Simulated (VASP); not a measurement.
# GaAs (P6_3/mmc) in VASP: a series of runs

GaAs is run at these levels: PBEsol; tasks: single point.

All numbers are computed with VASP 6.6.1; they aren't measurements. Logs are shortened: lines on timing, memory, paths and dates and some standing lists are left out, and cuts for length are marked.

### Step 1. The cell of the first run

The structure is hexagonal, space group P6_3/mmc (No. 194). Conventional cell: a = 4.250 Å, b = 4.250 Å, c = 5.773 Å, α = 90.00°, β = 90.00°, γ = 120.00°. Ga (site symmetry -6m2) has 5 As at 2.45 to 2.89 Å within 3.2 Å. As (site symmetry -6m2) has 5 Ga at 2.45 to 2.89 Å within 3.2 Å.

### Step 2. Single point, PBEsol

Contents of INCAR:

```
PREC = Accurate
ENCUT = 520
EDIFF = 1E-6
ISMEAR = -1
SIGMA = 0.02
LREAL = False
LASPH = True
NELM = 60
ALGO = Normal
ISIF = 2
LWAVE = False
LCHARG = False
GGA = PS
NBANDS = 26
```

Contents of KPOINTS:

```
Automatic mesh
0
Gamma
  6 6 4
```

Contents of POSCAR:

```
GaAs
1.0
    4.2497555350      0.0000000000      0.0000000000
   -2.1248777675      3.6803962531      0.0000000000
    0.0000000000      0.0000000000      5.7732406470
Ga As
2 2
Direct
    0.3333333333      0.6666666667      0.2500000000
    0.6666666667      0.3333333333      0.7500000000
    0.6666666667      0.3333333333      0.2500000000
    0.3333333333      0.6666666667      0.7500000000
```

Potentials or basis: VASP PAW PBE potentials, release 64 (Ga_d, As).

On the command line:

```sh
$ cat potpaw_PBE.64/Ga_d/POTCAR potpaw_PBE.64/As/POTCAR > POTCAR
$ mpirun -np 1 vasp_std > vasp.out
```

OUTCAR:

```text
PREC = Accurate
   ENCUT = 520
   EDIFF = 1E-6
   ISMEAR = -1
   LREAL = False
   LASPH = True
   NELM = 60
   ISIF = 2
   GGA = PS

 ion  position               nearest neighbor table
   1  0.333  0.667  0.250-   3 2.45   3 2.45   3 2.45   4 2.89   4 2.89
   2  0.667  0.333  0.750-   4 2.45   4 2.45   4 2.45   3 2.89   3 2.89
   3  0.667  0.333  0.250-   1 2.45   1 2.45   1 2.45   2 2.89   2 2.89
   4  0.333  0.667  0.750-   2 2.45   2 2.45   2 2.45   1 2.89   1 2.89

  LATTYP: Found a hexagonal cell.
 ALAT       =     4.2497555350
 C/A-ratio  =     1.3584877058

  Lattice vectors:

 A1 = (   4.2497555350,   0.0000000000,   0.0000000000)
 A2 = (  -2.1248777675,   3.6803962531,   0.0000000000)
 A3 = (   0.0000000000,   0.0000000000,   5.7732406470)

Analysis of symmetry for initial positions (statically):
=====================================================================
 Subroutine PRICEL returns:
 Original cell was already a primitive cell.

 Routine SETGRP: Setting up the symmetry group for a
 hexagonal supercell.

 Subroutine GETGRP returns: Found 24 space group operations
 (whereof 12 operations were pure point group operations)
 out of a pool of 24 trial point group operations.

The static configuration has the point symmetry D_3d.
 The point group associated with its full space group is D_6h.

Analysis of symmetry for dynamics (positions and initial velocities):
=====================================================================
 Subroutine PRICEL returns:
 Original cell was already a primitive cell.

 Routine SETGRP: Setting up the symmetry group for a
 hexagonal supercell.

 Subroutine GETGRP returns: Found 24 space group operations
 (whereof 12 operations were pure point group operations)
 out of a pool of 24 trial point group operations.

The dynamic configuration has the point symmetry D_3d.
 The point group associated with its full space group is D_6h.

 Subroutine INISYM returns: Found 24 space group operations
 (whereof 12 operations are pure point group operations),
 and found     1 'primitive' translations

----------------------------------------------------------------------------------------

                                     Primitive cell

  volume of cell :      90.2980

  direct lattice vectors                    reciprocal lattice vectors
     4.249755535  0.000000000  0.000000000     0.235307653  0.135854937  0.000000000
    -2.124877768  3.680396253  0.000000000     0.000000000  0.271709873  0.000000000
     0.000000000  0.000000000  5.773240647     0.000000000  0.000000000  0.173212942

  length of vectors
     4.249755535  4.249755535  5.773240647     0.271709873  0.271709873  0.173212942

  position of ions in fractional coordinates (direct lattice)
     0.333333333  0.666666667  0.250000000
     0.666666667  0.333333333  0.750000000
     0.666666667  0.333333333  0.250000000
     0.333333333  0.666666667  0.750000000

  ion indices of the primitive-cell ions
   primitive index   ion index
                 1           1
                 2           2
                 3           3
                 4           4

----------------------------------------------------------------------------------------

 KPOINTS: Automatic mesh

Automatic generation of k-mesh.
 Grid dimensions read from file:
 generate k-points for:    6    6    4

 Generating k-lattice:

  Cartesian coordinates                     Fractional coordinates (reciprocal lattice)
     0.039217942  0.022642489  0.000000000     0.166666667  0.000000000  0.000000000
     0.000000000  0.045284979  0.000000000     0.000000000  0.166666667  0.000000000
     0.000000000  0.000000000  0.043303236     0.000000000  0.000000000  0.250000000

  Length of vectors
     0.045284979  0.045284979  0.043303236

  Shift w.r.t. Gamma in fractional coordinates (k-lattice)
     0.000000000  0.000000000  0.000000000

 Subroutine IBZKPT returns following result:
 ===========================================

 Found     21 irreducible k-points:

 Following reciprocal coordinates:
            Coordinates               Weight
  0.000000  0.000000  0.000000      1.000000
  0.166667  0.000000  0.000000      6.000000
  0.333333  0.000000  0.000000      6.000000
  0.500000  0.000000  0.000000      3.000000
  0.166667  0.166667  0.000000      6.000000
  0.333333  0.166667  0.000000     12.000000
[... 13 lines left out ...]
  0.333333  0.166667  0.500000     12.000000
  0.333333  0.333333  0.500000      2.000000
   k-points           NKPTS =     21   k-points in BZ     NKDIM =     21   number of bands    NBANDS=     26
   number of dos      NEDOS =    301   number of ions     NIONS =      4
   total plane-waves  NPLWV =  49152
   dimension x,y,z NGX =    32 NGY =   32 NGZ =   48
   dimension x,y,z NGXF=    64 NGYF=   64 NGZF=   96
   ions per type =               2   2
   NGX,Y,Z   is equivalent  to a cutoff of  12.52, 12.52, 13.82 a.u.
   NGXF,Y,Z  is equivalent  to a cutoff of  25.04, 25.04, 27.64 a.u.
 SYSTEM =  unknown system
   PREC   = accura    normal or accurate (medium, high low for compatibility)
   ISTART =      0    job   : 0-new  1-cont  2-samecut
   ICHARG =      2    charge: 1-file 2-atom 10-const
   ISPIN  =      1    spin polarized calculation?
   LNONCOLLINEAR =      F non collinear calculations
   LSORBIT =      F    spin-orbit coupling
   LASPH  =      T    aspherical Exc in radial PAW
   ENCUT  =  520.0 eV  38.22 Ry    6.18 a.u.   7.90  7.90 10.73*2*pi/ulx,y,z
   NELM   =     60;   NELMIN=  2; NELMDL= -5     # of ELM steps
   EDIFF  = 0.1E-05   stopping-criterion for ELM
   LREAL  =      F    real-space projection
   EDIFFG = 0.1E-04   stopping-criterion for IOM
   NSW    =      0    number of steps for IOM
   IBRION =     -1    ionic relax: 0-MD 1-quasi-New 2-CG
   NFREE  =      0    steps in history (QN), initial steepest desc. (CG)
   ISIF   =      2    stress and relaxation
   ISYM   =      2    0-nonsym 1-usesym 2-fastsym
   POTIM  = 0.5000    time-step for ionic-motion
   TEBEG  =    0.0;   TEEND  =   0.0 temperature during run
   PSTRESS=    0.0 pullay stress
   NELECT =      36.0000    total number of electrons
   NUPDOWN=      -1.0000    fix difference up-down
   EMIN   =  10.00;   EMAX   =-10.00  energy-range for DOS
   EFERMI =   0.00;   METHOD = LEGACY
   ISMEAR =    -1;   SIGMA  =   0.02  broadening in eV -4-tet -1-fermi 0-gaus
   EFERMI_NEDOS =   21; number of points for ismear=-14 and -15
   IALGO  =     38    algorithm
   IMIX   =      4    mixing-type and parameters
     AMIX     =   0.40;   BMIX     =  1.00
     AMIX_MAG =   1.60;   BMIX_MAG =  1.00
  volume/ion in A,a.u.               =      22.57       152.34
  Fermi-wavevector in a.u.,A,eV,Ry     =   1.204896  2.276923 19.752593  1.451775
  Thomas-Fermi vector in A             =   2.340608
   LORBIT       =      0    0 simple, 1 ext, 2 COOP (PROOUT), +10 PAW based schemes
   GGA     = PS    functional components
   LHFCALC =     F    Hartree Fock is set to
   AEXX    =    0.0000 exact exchange contribution
   IVDW    =     0    specifies the selected vdW correction
   LEPSILON=     F    determine dielectric tensor
   LRPA    =     F    only Hartree local field effects (RPA)
 non-spin polarized calculation
  energy-cutoff  :      520.00
  volume of cell :       90.30
 maximum number of plane-waves:      2444
 NGX is ok and might be reduce to    32
   NGX = 15   NGY = 15   NGZ = 21

 number of electron      36.0000020 magnetization

 Free energy of the ion-electron system (eV)
  ---------------------------------------------------
  ext. energy  EPLUGINS =         0.00000000
  ---------------------------------------------------
  free energy    TOTEN  =       -16.92525740 eV

  energy without entropy =      -16.92395090  energy(sigma->0) =      -16.92460415

 E-fermi :   3.8282     XC(G=0):  -9.8278

 val. band max:        3.8271659677   @ k =   0.5000   0.0000   0.2500
 cond. band min:       3.9639582550   @ k =   0.0000   0.0000   0.0000
 fundamental gap:      0.1367922873
 Fermi energy:         3.8281677582

 k-point     1 :       0.0000    0.0000    0.0000
  band No.  band energies     occupation
      1     -11.1098      2.00000
      2     -10.9882      2.00000
      3     -10.9882      2.00000
      4     -10.9881      2.00000
      5     -10.9881      2.00000
      6     -10.9831      2.00000
[... 18 lines left out ...]
     25       9.6821      0.00000
     26      10.2390      0.00000

 k-point     2 :       0.1667    0.0000    0.0000
  band No.  band energies     occupation
      1     -11.1058      2.00000
      2     -11.0054      2.00000
      3     -10.9829      2.00000
      4     -10.9820      2.00000
      5     -10.9788      2.00000
      6     -10.9735      2.00000
[... 18 lines left out ...]
     25       9.8682      0.00000
     26      10.8067      0.00000

 k-point     3 :       0.3333    0.0000    0.0000
  band No.  band energies     occupation
      1     -11.0993      2.00000
      2     -11.0331      2.00000
      3     -10.9724      2.00000
      4     -10.9679      2.00000
      5     -10.9616      2.00000
      6     -10.9594      2.00000
[... 18 lines left out ...]
     25      10.6614      0.00000
     26      10.8447      0.00000

 k-point     4 :       0.5000    0.0000    0.0000
  band No.  band energies     occupation
      1     -11.0960      2.00000
      2     -11.0471      2.00000
      3     -10.9671      2.00000
      4     -10.9607      2.00000
      5     -10.9531      2.00000
      6     -10.9524      2.00000
[... 18 lines left out ...]
     25      11.6525      0.00000
     26      11.8978      0.00000
[... 409 lines left out ...]
      1     -11.0452      2.00000
      2     -11.0452      2.00000
      3     -10.9823      2.00000
      4     -10.9823      2.00000
      5     -10.9713      2.00000
      6     -10.9713      2.00000
[... 18 lines left out ...]
     25      10.5713      0.00000
     26      10.5713      0.00000

 k-point    20 :       0.3333    0.1667    0.5000
  band No.  band energies     occupation
      1     -11.0460      2.00000
      2     -11.0460      2.00000
      3     -10.9794      2.00000
      4     -10.9794      2.00000
      5     -10.9605      2.00000
      6     -10.9605      2.00000
[... 18 lines left out ...]
     25      11.4984      0.00000
     26      11.4984      0.00000

 k-point    21 :       0.3333    0.3333    0.5000
  band No.  band energies     occupation
      1     -11.0415      2.00000
      2     -11.0415      2.00000
      3     -10.9821      2.00000
      4     -10.9821      2.00000
      5     -10.9572      2.00000
      6     -10.9572      2.00000
[... 18 lines left out ...]
     25       9.8037      0.00000
     26       9.8037      0.00000

------------------------ aborting loop because EDIFF is reached ----------------------------------------

  FORCE on cell =-STRESS in cart. coord.  units (eV):
  Direction    XX          YY          ZZ          XY          YZ          ZX
  --------------------------------------------------------------------------------------
  -------------------------------------------------------------------------------------
  Total        0.0835765      0.0835765     -1.0355231     -0.0000000     -0.0000000      0.0000000
  in kB        1.4829157      1.4829157    -18.3735124     -0.0000000     -0.0000000      0.0000000
  external PRESSURE =      -5.1358937 kB  Pullay stress =       0.0000000 kB

 VOLUME and BASIS-vectors are now :
 -----------------------------------------------------------------------------
  energy-cutoff  :      520.00
  volume of cell :       90.30
      direct lattice vectors                 reciprocal lattice vectors
     4.249755535  0.000000000  0.000000000     0.235307653  0.135854937  0.000000000
    -2.124877768  3.680396253  0.000000000     0.000000000  0.271709873  0.000000000
     0.000000000  0.000000000  5.773240647     0.000000000  0.000000000  0.173212942

 POSITION                                       TOTAL-FORCE (eV/Angst)
 -----------------------------------------------------------------------------------
     -0.00000      2.45360      1.44331        -0.000000      0.000000      0.000000
      2.12488      1.22680      4.32993         0.000000     -0.000000      0.000000
      2.12488      1.22680      1.44331        -0.000000      0.000000      0.000000
     -0.00000      2.45360      4.32993         0.000000      0.000000      0.000000
 -----------------------------------------------------------------------------------
    total drift:                                0.000000     -0.000000      0.000000

  FREE ENERGIE OF THE ION-ELECTRON SYSTEM (eV)
  ---------------------------------------------------
  free  energy   TOTEN  =       -16.9252574031 eV

  energy  without entropy=      -16.9239509049  energy(sigma->0) =      -16.92460415
```

Run time: 41 s. Hardware: 1 thread of Intel Xeon 6975P-C, shared host; peak memory 0.23 GiB.

Results:

- Free energy: -16.9253 eV
- Pressure: -0.5 GPa
- Band gap on the k mesh: zero (band 18 reaches 4.07 eV, above the bottom of band 19 at 3.06 eV)

Levels at points of the mesh, in eV from the Fermi level:
```csv
k point,band 15,band 16,band 17,band 18,band 19,band 20,band 21,band 22
"(0.00, 0.00, 0.00)",-2.17,-2.17,-0.47,-0.47,0.14,0.98,2.93,2.93
"(0.50, 0.00, 0.00)",-3.45,-3.45,-1.81,-1.47,-0.35,2.40,5.19,6.02
"(0.00, 0.00, 0.50)",-1.41,-1.41,-1.41,-1.41,-0.15,-0.15,3.61,3.61
"(0.50, 0.00, 0.50)",-2.63,-2.63,-0.53,-0.53,1.33,1.33,2.70,2.70
```

Caveat: the PAW data sets were made with another functional, which shifts forces and pressure a little.

### Step 3. Single point, PBEsol

Contents of INCAR:

```
PREC = Accurate ; ENCUT = 520
EDIFF = 1E-6 ; ISMEAR = -1
SIGMA = 0.5 ; LREAL = F
LASPH = T ; NELM = 60
ALGO = Normal ; ISIF = 2
LWAVE = F ; LCHARG = T
GGA = PS ; LELF = T
LVHAR = T ; NBANDS = 26
```

KPOINTS is that of step 2.

POSCAR is that of step 2.

Potentials or basis: VASP PAW PBE potentials, release 64 (Ga_d, As).

On the command line:

```sh
$ cat potpaw_PBE.64/Ga_d/POTCAR potpaw_PBE.64/As/POTCAR > POTCAR
$ mpirun -np 1 vasp_std > vasp.out
```

OUTCAR:

```text
PREC = Accurate
   ENCUT = 520
   EDIFF = 1E-6
   ISMEAR = -1
   LREAL = F
   LASPH = T
   NELM = 60
   ISIF = 2
   GGA = PS

 ion  position               nearest neighbor table
   1  0.333  0.667  0.250-   3 2.45   3 2.45   3 2.45   4 2.89   4 2.89
   2  0.667  0.333  0.750-   4 2.45   4 2.45   4 2.45   3 2.89   3 2.89
   3  0.667  0.333  0.250-   1 2.45   1 2.45   1 2.45   2 2.89   2 2.89
   4  0.333  0.667  0.750-   2 2.45   2 2.45   2 2.45   1 2.89   1 2.89

  LATTYP: Found a hexagonal cell.
 ALAT       =     4.2497555350
[... 803 lines left out ...]
  Direction    XX          YY          ZZ          XY          YZ          ZX
  --------------------------------------------------------------------------------------
  -------------------------------------------------------------------------------------
  Total        1.2829191      1.2829191     -1.3272684      0.0000000      0.0000000     -0.0000000
  in kB       22.7631130     22.7631130    -23.5500121      0.0000000      0.0000000     -0.0000000
  external PRESSURE =       7.3254047 kB  Pullay stress =       0.0000000 kB

 VOLUME and BASIS-vectors are now :
 -----------------------------------------------------------------------------
  energy-cutoff  :      520.00
  volume of cell :       90.30
      direct lattice vectors                 reciprocal lattice vectors
     4.249755535  0.000000000  0.000000000     0.235307653  0.135854937  0.000000000
    -2.124877768  3.680396253  0.000000000     0.000000000  0.271709873  0.000000000
     0.000000000  0.000000000  5.773240647     0.000000000  0.000000000  0.173212942

 POSITION                                       TOTAL-FORCE (eV/Angst)
 -----------------------------------------------------------------------------------
     -0.00000      2.45360      1.44331        -0.000000     -0.000000      0.000000
      2.12488      1.22680      4.32993         0.000000      0.000000     -0.000000
      2.12488      1.22680      1.44331         0.000000      0.000000      0.000000
     -0.00000      2.45360      4.32993        -0.000000     -0.000000      0.000000
 -----------------------------------------------------------------------------------
    total drift:                                0.000000     -0.000000      0.000000

  FREE ENERGIE OF THE ION-ELECTRON SYSTEM (eV)
  ---------------------------------------------------
  free  energy   TOTEN  =       -17.5479436949 eV

  energy  without entropy=      -16.3190779191  energy(sigma->0) =      -16.93351081
```

It took 42 s on 1 thread of Intel Xeon 6975P-C, shared host; peak memory 0.23 GiB.

Results:

| Property | Result |
| --- | --- |
| Free energy | -17.5479 eV |
| Pressure | 0.7 GPa |
| Band gap on the k mesh | zero (band 18 reaches 4.05 eV, above the bottom of band 19 at 3.05 eV) |

Caveat: the PAW data sets were made with another functional, which shifts forces and pressure a little.
